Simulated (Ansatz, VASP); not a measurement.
## Two plane-wave programs on HfSi2

```xyz
6
Lattice="1.8234 -7.2959 0.0000 1.8234 7.2959 0.0000 0.0000 0.0000 3.6486" Properties=species:S:1:pos:R:3 pbc="T T T"
Hf    1.8234   -5.7530    0.9122
Hf    1.8234    5.7530    2.7365
Si    1.8234    3.6449    0.9122
Si    1.8234   -3.6449    2.7365
Si    1.8234    0.7709    2.7365
Si    1.8234   -0.7709    0.9122
```

Alike in both runs: task relaxation of cell and atoms; functional PBE; k mesh 10 × 10 × 10; occupations gaussian, width 0.1 eV; no spin polarisation.

|  | VASP | Ansatz |
| --- | --- | --- |
| version | VASP 6.6.1 | Ansatz 0.2.0 |
| potentials or method | VASP PAW PBE potentials, release 64 (Hf_pv, Si), cutoff 500 eV | scalar-relativistic, plane waves, PAW |
| valence electrons in the cell | 36 | 68 |

Ansatz gave:

* gap on the k mesh at the Fermi level, each at its own relaxed structure (eV): none
* relaxed volume (Å³/atom): 16.39
* relaxed cell length with the largest relative difference (Å): 3.659

**Question.** Estimate VASP's values.

**Answer.** gap on the k mesh at the Fermi level, each at its own relaxed structure (eV): none; relaxed volume (Å³/atom): 16.38; relaxed cell length with the largest relative difference (Å): 3.658.

A gap of «none» marks a metal or a gap that the smearing closes. VASP's potentials hold 36 valence electrons a cell and Ansatz's 68, so a difference there can come from the potentials and not from the codes.

Neither program's run includes spin-orbit coupling.
